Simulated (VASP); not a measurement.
Input of a VASP 6.6.1 run:

The input INCAR:

```
ALGO = Normal
EDIFF = 1E-7
ENCUT = 520
GGA = PS
ISIF = 2
ISMEAR = -1
LASPH = T
LCHARG = F
LREAL = F
LWAVE = F
NBANDS = 32
NELM = 100
PREC = Accurate
SIGMA = 0.02
```

KPOINTS

```
k-points
0
Gamma
  8 8 2
```

File POSCAR:

```
Hg
1.0
    3.4419409895      0.0000000000      0.0000000000
   -1.7209704948      2.9808083353      0.0000000000
    0.0000000000      0.0000000000     11.0623313100
Hg
4
Direct
    0.0000001677      0.0000003355      0.0000001808
    0.2664617570      0.6284835485      0.2500001060
   -0.0000001677     -0.0000003355      0.5000000312
    0.7335382108      0.3715166745      0.7499997756
```

Potentials or basis: VASP PAW PBE potentials, release 64 (Hg).

Run with:

```console
$ cat potpaw_PBE.64/Hg/POTCAR > POTCAR
$ mpirun -np 1 vasp_std > vasp.out
```

(1) What does it give for the band gap on the k mesh?

(2) What does it give for the pressure?

## Answers

(1) zero (bands 24 and 25 overlap by 0.61 eV).

(2) -2.7 GPa.

Caveat: the PAW data sets were made with another functional, which shifts forces and pressure a little; spin-orbit coupling is left out, which moves the levels of the heavy elements.
